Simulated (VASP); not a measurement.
Wanted: the native input for a VASP 6.6.1 run.

| Property | Result |
| --- | --- |
| Task | single point |
| Functional | LDA |
| Potentials or basis | VASP PAW LDA potentials, release 64 (Sr_sv, O) |
| Cutoff | 520 eV |
| k mesh | 8 × 8 × 8 |
| Occupations | gaussian, width 0.05 eV |
| Spin | no spin polarisation |
| Dipole correction | no |
| Further INCAR settings | ALGO = Normal; EDIFF = 1e-07; NBANDS = 15 |

The structure of SrO lies in POSCAR:

```
SrO
1.0
    0.0000000000      2.5698000000      2.5698000000
    2.5698000000      0.0000000000      2.5698000000
    2.5698000000      2.5698000000      0.0000000000
Sr O
1 1
Direct
   -0.0024320959     -0.0024320959      0.0024320959
    0.5000000000      0.5000000000      0.5000000000
```

This cell differs from its parent crystal: all Sr atoms moved +0.013 Å, as atom 1 towards its neighbour atom 2 (O) at 2.570 Å.

One way to write it, as run:

INCAR

```
SYSTEM = SrO
PREC     = Accurate       ! precision mode
ENCUT    = 520            ! plane-wave cutoff, eV
EDIFF    = 1E-7           ! SCF threshold, eV
ISMEAR   = 0              ! smearing method
SIGMA    = 0.05           ! smearing width, eV
LREAL    = .False.        ! projectors in reciprocal space
LASPH    = .True.         ! aspherical terms in the spheres
NELM     = 100            ! most SCF steps
ALGO     = Normal         ! electronic algorithm
ISIF     = 2              ! what is computed and relaxed
LWAVE    = .False.        ! write WAVECAR
LCHARG   = .False.        ! write CHGCAR
NBANDS   = 15             ! bands
```

KPOINTS

```
regular mesh
0
Gamma
  8 8 8
  0 0 0
```

Potentials or basis: VASP PAW LDA potentials, release 64 (Sr_sv, O).

Command:

```sh
$ cat potpaw_LDA.64/Sr_sv/POTCAR potpaw_LDA.64/O/POTCAR > POTCAR
$ mpirun -np 1 vasp_std > vasp.out
```

Results of the run:

The pressure is -3.5 GPa. The largest force is 0.024 eV/Å and the band gap on the k mesh is 3.10 eV, indirect (least direct gap 3.18 eV).

Caveat: the cell differs from its parent crystal (all Sr atoms moved +0.013 Å, as atom 1 towards its neighbour atom 2 (O) at 2.570 Å).

Wall time 17 s on 1 thread of Intel(R) Xeon(R) Platinum 8559C (Emerald Rapids), with other jobs on the host, peak memory 0.15 GiB.
